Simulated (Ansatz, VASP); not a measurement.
# One calculation of LiH, two programs

```
Li H
1.0
     0.00000    1.90285    1.90285
     1.90285    0.00000    1.90285
     1.90285    1.90285    0.00000
Li H
1 1
Cartesian
  0.0000 0.0000 0.0000
  1.9028 1.9028 1.9028
```

Change from the starting cell: hydrostatic strain -5.0%.

Alike in both runs: task single point; functional HSE06; k mesh 8 × 8 × 8; no spin polarisation.

|  | VASP | Ansatz |
| --- | --- | --- |
| version | VASP 6.6.1 | Ansatz 0.2.0 |
| potentials or method | VASP PAW PBE potentials, release 64 (Li_sv, H) | plane waves, PAW |
| plane-wave cutoff (eV) | 520 | 420 |
| occupations | gaussian, width 0.01 eV | fixed |
| valence electrons in the cell | 4 | 4 |

```csv
,VASP,Ansatz,Ansatz less VASP
gap on the k mesh at the Fermi level (eV),3.85,3.85,0.000
```

Ansatz's warnings: stress exchange threshold loose, stress scf threshold loose.

Noted on VASP's run: the cutoff is under 1.25 times that of the potentials, so the pressure is a little rough.
